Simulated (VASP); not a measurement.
Input of a VASP 6.6.1 run:

The input INCAR:

```
PREC     = Accurate       # precision mode
ENCUT    = 520            # plane-wave cutoff, eV
EDIFF    = 1E-7           # SCF threshold, eV
ISMEAR   = -1             # smearing method
SIGMA    = 0.1            # smearing width, eV
LREAL    = False          # projectors in reciprocal space
LASPH    = True           # aspherical terms in the spheres
NELM     = 60             # most SCF steps
ALGO     = Normal         # electronic algorithm
ISIF     = 2              # what is computed and relaxed
LWAVE    = False          # write WAVECAR
LCHARG   = True           # write CHGCAR
GGA      = PE             # functional
LELF     = True           # ELF
LVHAR    = True         
NBANDS   = 16             # bands
```

File KPOINTS:

```
Automatic mesh
0
Gamma
  11 11 7
```

The input POSCAR:

```
MgO
1.0
    2.6092799883      0.0000000000      0.0000000000
   -1.3046399942      2.2597027555      0.0000000000
    0.0000000000      0.0000000000      4.6109219009
Mg O
2 2
Direct
    0.0000000000      0.0000000000      0.0000000000
    0.0000000000      0.0000000000      0.5000000000
    0.3333333333      0.6666666667      0.2500000000
    0.6666666667      0.3333333333      0.7500000000
```

Potentials or basis: VASP PAW PBE potentials, release 64 (Mg, O).

Run with:

```bash
$ cat potpaw_PBE.64/Mg/POTCAR potpaw_PBE.64/O/POTCAR > POTCAR
$ mpirun -np 1 vasp_std > vasp.out
```

Task: What does it give for the band gap on the k mesh?

Result: 8.05 eV, direct.

Task: Estimate the pressure.

Result: 110.8 GPa.

Stress tensor (GPa, compression positive):
```
110.76   0.00   0.00
  0.00 110.76   0.00
  0.00   0.00 110.98
```

A k mesh can miss the band edges.
